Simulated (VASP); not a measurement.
Set up this calculation in VASP 6.6.1, as the native input.

```yaml
Task: relaxation of shape and atoms at fixed volume
Functional: PBE
Potentials_or_basis: VASP PAW PBE potentials, release 64 (Lu)
Cutoff: 600 eV
k_mesh: 13 × 13 × 12
Occupations: fermi-dirac, width 0.08 eV
Spin: no spin polarisation
Dipole_correction: no
Further_INCAR_settings: ALGO = Normal; EDIFF = 1e-07; IBRION = 2; EDIFFG = -0.005; NSW = 50; ISIF = 4
```

The structure of Lu lies in POSCAR:

```
Lu
1.0
    2.4375623928      0.0000000000      0.0000000000
   -1.2187811964      2.1109909554      0.0000000000
    0.0000000000      0.0000000000      2.4105175793
Lu
1
Direct
    0.0000000000      0.0000000000      0.0000000000
```

This isn't the form of Lu at room conditions, which is hcp.

One way to write it, as run:

INCAR

```
PREC = Accurate
ENCUT = 600
EDIFF = 1E-7
ISMEAR = -1
SIGMA = 0.08
LREAL = F
LASPH = T
NELM = 80
ALGO = Normal
ISIF = 4
LWAVE = F
LCHARG = F
GGA = PE
IBRION = 2
NSW = 50
EDIFFG = -0.005
```

KPOINTS

```
regular mesh
0
Gamma
  13 13 12
```

Potentials or basis: VASP PAW PBE potentials, release 64 (Lu).

Command:

```bash
$ cat potpaw_PBE.64/Lu/POTCAR > POTCAR
$ mpirun -np 1 vasp_std > vasp.out
```

It gave:

- Energy gained by relaxing: 26.4 meV/atom
- Ionic steps: 5
- Pressure after relaxing: 184.0 GPa
- Band gap on the k mesh: zero (an odd number of electrons rules out a gap without spin polarisation)

Caveat: spin-orbit coupling is left out, which moves the levels of the heavy elements.

Run time: 52 s on 1 thread of Intel(R) Xeon(R) 6975P-C (Granite Rapids), on a shared host, peak memory 0.17 GiB.
